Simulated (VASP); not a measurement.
Set up this calculation in VASP 6.6.1, as the native input.

```yaml
Task: single point
Functional: PBE
Potentials_or_basis: VASP PAW PBE potentials, release 64 (O, Ni)
Cutoff: 520 eV
k_mesh: 10 × 10 × 10
Occupations: fermi-dirac, width 0.03 eV
Spin: collinear spin, ferromagnetic start
Starting_moments: "[0.0, 1.24] μB"
Fixed_moment: 1.24 μB
Dipole_correction: no
Further_INCAR_settings: ALGO = Normal; EDIFF = 1e-06; NBANDS = 19
```

The structure of NiO lies in POSCAR:

```
NiO
1.0
    0.0000000000      2.0893000000      2.0893000000
    2.0893000000      0.0000000000      2.0893000000
    2.0893000000      2.0893000000      0.0000000000
O Ni
1 1
Direct
    0.5000000000      0.5000000000      0.5000000000
    0.0000000000      0.0000000000      0.0000000000
```

These files were run (other wordings do the same):

INCAR

```
PREC = Accurate
ENCUT = 520
EDIFF = 1E-6
ISMEAR = -1
SIGMA = 0.03
LREAL = False
LASPH = True
NELM = 150
ALGO = Normal
ISIF = 2
LWAVE = False
LCHARG = False
ISPIN = 2
MAGMOM = 0 1.24
LORBIT = 11
NUPDOWN = 1.24
LMAXMIX = 4
GGA = PE
NBANDS = 19
```

KPOINTS

```
Automatic mesh
0
Gamma
  10 10 10
```

Potentials or basis: VASP PAW PBE potentials, release 64 (O, Ni).

Launch:

```console
$ cat potpaw_PBE.64/O/POTCAR potpaw_PBE.64/Ni/POTCAR > POTCAR
$ mpirun -np 1 vasp_std > vasp.out
```

Results of the run:

| Quantity | Value |
| --- | --- |
| Pressure | 0.6 GPa |
| Net moment | 1.24 μB per cell |
| Site moments | O +0.16; Ni +1.06 μB |
| Valence electrons inside the program's atomic spheres | O 4.96; Ni 9.02 |

Caveat: the total moment is fixed, so each spin has its own Fermi level; a cell with one magnetic atom can't hold antiferromagnetic order, which such compounds often take.

Run time: 100 s on 1 thread of AMD EPYC 7R13, with other jobs on the host, peak memory 0.13 GiB.
